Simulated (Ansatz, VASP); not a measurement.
# Fe in VASP and in Ansatz

```
Fe
1.0
     0.00000    1.74500    1.74500
     1.74500    0.00000    1.74500
     3.49000    3.49000    0.00000
Fe
2
Cartesian
  0.0000 0.0000 0.0000
  1.7450 1.7450 0.0000
```

Alike in both runs: task single point; functional PBE; k mesh 12 × 12 × 6; occupations gaussian, width 0.05 eV; collinear spin.

|  | VASP | Ansatz |
| --- | --- | --- |
| version | VASP 6.6.1 | Ansatz 0.2.0 |
| potentials or method | VASP PAW PBE potentials, release 64 (Fe), cutoff 520 eV | PAW, plane waves, scalar-relativistic |
| valence electrons in the cell | 16 | 32 |

VASP gave:

| Item | Value |
| --- | --- |
| pressure (GPa) | 0.3 |
| net moment per atom (μB) | 1.22 |
| size of the moment on the site where the two differ most (μB) | 1.20 |

Question: Which values does Ansatz return?

Answer: Pressure (GPa): 0.5; net moment per atom (μB): 1.19; size of the moment on the site where the two differ most (μB): 1.20.

Site moments also hang on the region over which each program counts them. VASP's potentials hold 16 valence electrons a cell and Ansatz's 32, so a difference there can come from the potentials and not from the codes.
